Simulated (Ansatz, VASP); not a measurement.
Al2Cl: VASP beside Ansatz

```xyz
3
Lattice="3.0579 0.0000 0.0000 0.0000 3.0579 0.0000 0.0000 0.0000 6.9249" Properties=species:S:1:pos:R:3 pbc="T T T"
Al    1.5289    1.5289    2.0752
Al    1.5289    1.5289    4.8497
Cl    0.0000    0.0000    0.0000
```

Change from the starting cell: species swapped into the Ga2Cu type (P4/mmm, No. 123).

Alike in both runs: functional PBE; k mesh 16 × 16 × 8; occupations gaussian, width 0.1 eV; no spin polarisation.

Ansatz relaxed the structure, and its values are those at the end. VASP's run is a single point on that final structure, the one shown.

```csv
,VASP,Ansatz
version,VASP 6.6.1,Ansatz 0.2.0
potentials or method,"VASP PAW PBE potentials, release 64 (Al, Cl), cutoff 520 eV","scalar-relativistic, plane waves, PAW"
valence electrons in the cell,13,13
```

|  | VASP | Ansatz | Ansatz less VASP |
| --- | --- | --- | --- |
| gap on the k mesh at the Fermi level (eV) | none | none | - |
| pressure (GPa) | 0.0 | 0.0 | +0.03 |

A gap of «none» marks a metal or a gap that the smearing closes.
